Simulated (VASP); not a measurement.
Set up this calculation in VASP 6.6.1, as the native input.

| Property | Result |
| --- | --- |
| Task | single point |
| Functional | PBE |
| Potentials or basis | VASP PAW PBE potentials, release 64 (Cs_sv, As, Os) |
| Cutoff | 520 eV |
| k mesh | 6 × 6 × 1 |
| Occupations | gaussian, width 0.1 eV |
| Spin | no spin polarisation |
| Dipole correction | no |
| Further INCAR settings | ALGO = Normal; EDIFF = 1e-07; NBANDS = 52 |

The structure of CsAs3Os2 lies in POSCAR:

```
CsAs3Os2
1.0
    3.7560865127      0.0000000000      0.0000000000
   -1.8780432564      3.2528663388      0.0000000000
    0.0000000000      0.0000000000     21.6556127931
Cs As Os
2 6 4
Direct
    0.0000000000      0.0000000000      0.2500000000
    0.0000000000      0.0000000000      0.7500000000
    0.0000000000      0.0000000000      0.5000000000
    0.0000000000      0.0000000000      0.0000000000
    0.3333333333      0.6666666667      0.3650000000
    0.6666666667      0.3333333333      0.8650000000
    0.6666666667      0.3333333333      0.6350000000
    0.3333333333      0.6666666667      0.1350000000
    0.3333333333      0.6666666667      0.9280000000
    0.6666666667      0.3333333333      0.4280000000
    0.6666666667      0.3333333333      0.0720000000
    0.3333333333      0.6666666667      0.5720000000
```

One way to write it, as run:

INCAR

```
SYSTEM = CsAs3Os2
ALGO = Normal
EDIFF = 1E-7
ENCUT = 520
GGA = PE
ISIF = 2
ISMEAR = 0
LASPH = .True.
LCHARG = .False.
LREAL = .False.
LWAVE = .False.
NBANDS = 52
NELM = 80
PREC = Accurate
SIGMA = 0.1
```

KPOINTS

```
k-points
0
Gamma
  6 6 1
  0 0 0
```

Potentials or basis: VASP PAW PBE potentials, release 64 (Cs_sv, As, Os).

Run with:

```bash
$ cat potpaw_PBE.64/Cs_sv/POTCAR potpaw_PBE.64/As/POTCAR potpaw_PBE.64/Os/POTCAR > POTCAR
$ mpirun -np 1 vasp_std > vasp.out
```

It gave:

The pressure is -4.2 GPa, the largest force is 2.308 eV/Å and the band gap on the k mesh is zero (band 40 reaches 5.89 eV, above the bottom of band 41 at 5.07 eV).

Caveat: spin-orbit coupling is left out, which moves the levels of the heavy elements; forces of over 1 eV/Å act on the atoms, so gaps and moduli don't describe the material at rest.

It took 2.1 min on 1 thread of Intel(R) Xeon(R) Platinum 8375C CPU @ 2.90GHz (Ice Lake) (shared host), peak memory 0.39 GiB.
